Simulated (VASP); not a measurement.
# HfN (R-3m) in VASP: notebook

Runs on HfN. Level: PBE. Tasks: single point.

Program: VASP 6.6.1. These are calculated values, not measurements. Logs are shortened: lines on timing, memory, paths and dates and some standing lists are left out, and cuts for length are marked.

### 1 The cell of the first run

Symmetry: R-3m, No. 166, trigonal system. The conventional cell has a = 3.788 Å, b = 3.788 Å, c = 5.567 Å, α = 90.00°, β = 90.00°, γ = 120.00°. Hf (site symmetry -3m) has 8 N at 2.38 to 2.78 Å and 6 Hf at 2.87 Å within 3.1 Å. Within 3.1 Å of N (site symmetry -3m) lie 8 Hf at 2.38 to 2.78 Å and 6 N at 2.87 Å.

### 2 Single point, PBE

Input file INCAR:

```
  ALGO = Normal
  EDIFF = 1E-7
  ENCUT = 520
  GGA = PE
  ISIF = 2
  ISMEAR = 0
  LASPH = True
  LCHARG = True
  LELF = True
  LREAL = False
  LVHAR = True
  LWAVE = False
  NBANDS = 14
  NELM = 100
  PREC = Accurate
  SIGMA = 0.15
```

Input file KPOINTS:

```
k-points
0
Gamma
  20 20 20
```

Input file POSCAR:

```
HfN
1.0
   -0.7142241755      1.9641164827      1.9641164827
    1.9641164827     -0.7142241755      1.9641164827
    1.9641164827      1.9641164827     -0.7142241755
Hf N
1 1
Direct
    0.0000000000      0.0000000000      0.0000000000
    0.5000000000      0.5000000000      0.5000000000
```

Potentials or basis: VASP PAW PBE potentials, release 64 (Hf_pv, N).

Launch:

```console
cat potpaw_PBE.64/Hf_pv/POTCAR potpaw_PBE.64/N/POTCAR > POTCAR
mpirun -np 1 vasp_std > vasp.out
```

OUTCAR:

```text
EDIFF = 1E-7
   ENCUT = 520
   GGA = PE
   ISIF = 2
   ISMEAR = 0
   LASPH = True
   LREAL = False
   NELM = 100
   PREC = Accurate

 ion  position               nearest neighbor table
   1  0.000  0.000  0.000-   2 2.38   2 2.38   2 2.38   2 2.38   2 2.38   2 2.38   2 2.78   2 2.78

   2  0.500  0.500  0.500-   1 2.38   1 2.38   1 2.38   1 2.38   1 2.38   1 2.38   1 2.78   1 2.78

  LATTYP: Found a trigonal (rhomboedric) cell.
 ALAT       =     2.8680347432
 COS(alpha) =     0.1279069768

  Lattice vectors:

 A1 = (  -0.7142241755,   1.9641164827,   1.9641164827)
 A2 = (   1.9641164827,  -0.7142241755,   1.9641164827)
 A3 = (   1.9641164827,   1.9641164827,  -0.7142241755)

Analysis of symmetry for initial positions (statically):
=====================================================================
 Subroutine PRICEL returns:
 Original cell was already a primitive cell.

 Routine SETGRP: Setting up the symmetry group for a
 trigonal (rhombohedral) supercell.

 Subroutine GETGRP returns: Found 12 space group operations
 (whereof 12 operations were pure point group operations)
 out of a pool of 12 trial point group operations.

The static configuration has the point symmetry D_3d.

Analysis of symmetry for dynamics (positions and initial velocities):
=====================================================================
 Subroutine PRICEL returns:
 Original cell was already a primitive cell.

 Routine SETGRP: Setting up the symmetry group for a
 trigonal (rhombohedral) supercell.

 Subroutine GETGRP returns: Found 12 space group operations
 (whereof 12 operations were pure point group operations)
 out of a pool of 12 trial point group operations.

The dynamic configuration has the point symmetry D_3d.

 Subroutine INISYM returns: Found 12 space group operations
 (whereof 12 operations are pure point group operations),
 and found     1 'primitive' translations

----------------------------------------------------------------------------------------

                                     Primitive cell

  volume of cell :      23.0557

  direct lattice vectors                    reciprocal lattice vectors
    -0.714224175  1.964116483  1.964116483    -0.145197695  0.228167806  0.228167806
     1.964116483 -0.714224175  1.964116483     0.228167806 -0.145197695  0.228167806
     1.964116483  1.964116483 -0.714224175     0.228167806  0.228167806 -0.145197695

  length of vectors
[... 87 lines left out ...]
   NFREE  =      0    steps in history (QN), initial steepest desc. (CG)
   ISIF   =      2    stress and relaxation
   ISYM   =      2    0-nonsym 1-usesym 2-fastsym
   POTIM  = 0.5000    time-step for ionic-motion
   TEBEG  =    0.0;   TEEND  =   0.0 temperature during run
   PSTRESS=    0.0 pullay stress
   NELECT =      15.0000    total number of electrons
   NUPDOWN=      -1.0000    fix difference up-down
   EMIN   =  10.00;   EMAX   =-10.00  energy-range for DOS
   EFERMI =   0.00;   METHOD = LEGACY
   ISMEAR =     0;   SIGMA  =   0.15  broadening in eV -4-tet -1-fermi 0-gaus
   EFERMI_NEDOS =   21; number of points for ismear=-14 and -15
   IALGO  =     38    algorithm
   IMIX   =      4    mixing-type and parameters
     AMIX     =   0.40;   BMIX     =  1.00
     AMIX_MAG =   1.60;   BMIX_MAG =  1.00
  volume/ion in A,a.u.               =      11.53        77.79
  Fermi-wavevector in a.u.,A,eV,Ry     =   1.418553  2.680677 27.378918  2.012294
  Thomas-Fermi vector in A             =   2.539667
   LORBIT       =      0    0 simple, 1 ext, 2 COOP (PROOUT), +10 PAW based schemes
   GGA     = PE    functional components
   LHFCALC =     F    Hartree Fock is set to
   AEXX    =    0.0000 exact exchange contribution
   IVDW    =     0    specifies the selected vdW correction
   LEPSILON=     F    determine dielectric tensor
   LRPA    =     F    only Hartree local field effects (RPA)
 non-spin polarized calculation
 Gauss-broadening in eV      SIGMA  =   0.15
  energy-cutoff  :      520.00
  volume of cell :       23.06
 maximum number of plane-waves:       632
 NGX is ok and might be reduce to    24

 number of electron      14.9999999 magnetization

 Free energy of the ion-electron system (eV)
  ---------------------------------------------------
  ext. energy  EPLUGINS =         0.00000000
  ---------------------------------------------------
  free energy    TOTEN  =       -19.87033638 eV

  energy without entropy =      -19.85836626  energy(sigma->0) =      -19.86435132

 E-fermi :   7.4809     XC(G=0): -12.7929

 val. band max:        7.4783940311   @ k =  -0.1500   0.0500   0.0000
 cond. band min:       7.4819817787   @ k =   0.4500   0.2500   0.1500
 fundamental gap:      0.0035877476
 Fermi energy:         7.4809021766

 k-point     1 :       0.0000    0.0000    0.0000
  band No.  band energies     occupation
      1     -22.9988      2.00000
      2     -22.9988      2.00000
      3     -22.9708      2.00000
      4      -8.8337      2.00000
      5       5.1630      2.00000
      6       5.1630      2.00000
      7       5.8944      2.00000
      8       5.8944      2.00000
      9       6.3216      2.00000
     10       9.4672      0.00000
     11      12.6882      0.00000
     12      12.6882      0.00000
     13      14.6218      0.00000
     14      20.2547      0.00000
[... 377 lines left out ...]
      1     -23.9567      2.00000
      2     -22.9479      2.00000
      3     -22.9079      2.00000
      4      -7.0050      2.00000
      5       0.5865      2.00000
      6       3.6428      2.00000
      7       5.2373      2.00000
      8       6.8958      2.00000
      9      10.5889      0.00000
     10      11.7036      0.00000
     11      14.4680      0.00000
     12      14.7409      0.00000
     13      15.7657      0.00000
     14      19.1691      0.00000

 [... further k-points ...]
[... 5 lines left out ...]
  --------------------------------------------------------------------------------------
  -------------------------------------------------------------------------------------
  Total       -0.3561101     -0.3561101     -0.3561101      1.0083253      1.0083253      1.0083253
  in kB      -24.7466347    -24.7466347    -24.7466347     70.0700678     70.0700678     70.0700678
  external PRESSURE =     -24.7466347 kB  Pullay stress =       0.0000000 kB

 VOLUME and BASIS-vectors are now :
 -----------------------------------------------------------------------------
  energy-cutoff  :      520.00
  volume of cell :       23.06
      direct lattice vectors                 reciprocal lattice vectors
    -0.714224175  1.964116483  1.964116483    -0.145197695  0.228167806  0.228167806
     1.964116483 -0.714224175  1.964116483     0.228167806 -0.145197695  0.228167806
     1.964116483  1.964116483 -0.714224175     0.228167806  0.228167806 -0.145197695

 POSITION                                       TOTAL-FORCE (eV/Angst)
 -----------------------------------------------------------------------------------
      0.00000      0.00000      0.00000         0.000000     -0.000000     -0.000000
      1.60700      1.60700      1.60700        -0.000000      0.000000      0.000000
 -----------------------------------------------------------------------------------
    total drift:                               -0.000000     -0.000000      0.000000

  FREE ENERGIE OF THE ION-ELECTRON SYSTEM (eV)
  ---------------------------------------------------
  free  energy   TOTEN  =       -19.8703363835 eV

  energy  without entropy=      -19.8583662573  energy(sigma->0) =      -19.86435132
```

OSZICAR:

```text
N       E                     dE             d eps       ncg     rms          rms(c)
DAV:   1     0.386272079569E+02    0.38627E+02   -0.77963E+03 21946   0.101E+03
DAV:   2    -0.207607599035E+02   -0.59388E+02   -0.55240E+02 28818   0.233E+02
DAV:   3    -0.226872503108E+02   -0.19265E+01   -0.19167E+01 25638   0.346E+01
DAV:   4    -0.226942290235E+02   -0.69787E-02   -0.69761E-02 27310   0.241E+00
DAV:   5    -0.226942732116E+02   -0.44188E-04   -0.44187E-04 25824   0.159E-01    0.396E+01
DAV:   6    -0.200228069955E+02    0.26715E+01   -0.68412E+00 25726   0.205E+01    0.371E+01
DAV:   7    -0.199092882623E+02    0.11352E+00   -0.52214E-01 26458   0.602E+00    0.249E+01
DAV:   8    -0.198791841574E+02    0.30104E-01   -0.20505E-01 26680   0.355E+00    0.625E+00
DAV:   9    -0.198703567094E+02    0.88274E-02   -0.17896E-02 24800   0.108E+00    0.108E+00
DAV:  10    -0.198703469722E+02    0.97372E-05   -0.95743E-04 28360   0.245E-01    0.269E-01
DAV:  11    -0.198703353640E+02    0.11608E-04   -0.25758E-05 24874   0.448E-02    0.622E-02
DAV:  12    -0.198703361211E+02   -0.75713E-06   -0.24118E-06 28000   0.137E-02    0.246E-02
DAV:  13    -0.198703363833E+02   -0.26224E-06   -0.23588E-07 24850   0.409E-03    0.219E-03
DAV:  14    -0.198703363835E+02   -0.16553E-09   -0.11959E-08 15722   0.108E-03
   1 F= -.19870336E+02 E0= -.19864351E+02  d E =-.119701E-01
```

stdout:

```text
POSCAR found type information on POSCAR HfN
 POSCAR found :  2 types and       2 ions
 scaLAPACK will be used
 LDA part: xc-table for (Slater+PW92), standard interpolation
 POSCAR, INCAR and KPOINTS ok, starting setup
 FFT: planning ... GRIDC
 FFT: planning ... GRID_SOFT
 FFT: planning ... GRID
 WAVECAR not read
 entering main loop
```

It took 4.8 min on 1 thread of AMD EPYC 7R13 (Zen 3), shared host; peak memory 0.33 GiB.

Results:

```
Free energy : -19.8703 eV
Pressure    : -2.5 GPa
```

Stress tensor (GPa, compression positive):
```
-2.47  7.01  7.01
 7.01 -2.47  7.01
 7.01  7.01 -2.47
```

Levels at points of the mesh, in eV from the Fermi level:
| k point | band 3 | band 4 | band 5 | band 6 | band 7 | band 8 | band 9 | band 10 | band 11 | band 12 |
| --- | --- | --- | --- | --- | --- | --- | --- | --- | --- | --- |
| (0.00, 0.00, 0.00) | -30.45 | -16.31 | -2.32 | -2.32 | -1.59 | -1.59 | -1.16 | 1.99 | 5.21 | 5.21 |
| (0.50, 0.00, 0.00) | -30.37 | -13.94 | -7.89 | -4.16 | -2.25 | -0.46 | 3.34 | 6.61 | 7.44 | 8.03 |
| (0.50, 0.50, 0.00) | -30.29 | -14.60 | -4.51 | -3.81 | -2.05 | -1.00 | 1.99 | 3.22 | 4.04 | 8.44 |
| (0.50, 0.50, 0.50) | -31.11 | -12.95 | -7.17 | -6.74 | -6.74 | 5.70 | 6.85 | 8.26 | 8.26 | 8.66 |

Caveat: spin-orbit coupling is left out, which moves the levels of the heavy elements.

### 3 Single point, PBE

This run uses another cell than the first one, of the same volume but with other edges.

Input file INCAR:

```
PREC = Accurate ; ENCUT = 520
EDIFF = 1E-7 ; ISMEAR = 0
SIGMA = 0.15 ; LREAL = False
LASPH = True ; NELM = 80
ALGO = Normal ; ISIF = 2
LWAVE = False ; LCHARG = False
GGA = PE ; NBANDS = 14
```

Input file KPOINTS:

```
regular mesh
0
Gamma
  20 20 20
```

Input file POSCAR:

```
HfN
1.0
   -0.2384752187      2.1462769680      2.1462769680
    2.1462769680     -0.2384752187      2.1462769680
    2.1462769680      2.1462769680     -0.2384752187
Hf N
1 1
Direct
    0.0000000000      0.0000000000      0.0000000000
    0.5000000000      0.5000000000      0.5000000000
```

Potentials or basis: VASP PAW PBE potentials, release 64 (Hf_pv, N).

Launch:

```console
cat potpaw_PBE.64/Hf_pv/POTCAR potpaw_PBE.64/N/POTCAR > POTCAR
mpirun -np 1 vasp_std > vasp.out
```

It took 3.8 min on 1 thread of AMD EPYC 7R13 (Zen 3), shared host; peak memory 0.32 GiB.

It converged, with:

```yaml
Free_energy: -21.4319 eV
Pressure: 3.1 GPa
```

Stress tensor (GPa, compression positive):
```
 3.07 13.71 13.71
13.71  3.07 13.71
13.71 13.71  3.07
```

Levels at points of the mesh, in eV from the Fermi level:
| k point | band 3 | band 4 | band 5 | band 6 | band 7 | band 8 | band 9 | band 10 | band 11 | band 12 |
| --- | --- | --- | --- | --- | --- | --- | --- | --- | --- | --- |
| (0.00, 0.00, 0.00) | -30.90 | -17.27 | -2.93 | -2.93 | -2.25 | -1.19 | -1.19 | 0.51 | 2.51 | 2.51 |
| (0.50, 0.00, 0.00) | -31.01 | -14.64 | -8.71 | -6.19 | -4.75 | 2.14 | 2.18 | 5.01 | 5.92 | 8.28 |
| (0.50, 0.50, 0.00) | -31.14 | -16.08 | -5.25 | -3.86 | -3.61 | -2.96 | 3.86 | 4.29 | 5.84 | 6.26 |
| (0.50, 0.50, 0.50) | -31.25 | -14.30 | -8.46 | -6.75 | -6.75 | 3.83 | 4.44 | 5.02 | 5.02 | 9.44 |

Caveat: spin-orbit coupling is left out, which moves the levels of the heavy elements.

(Continued in part 2 of 2.)
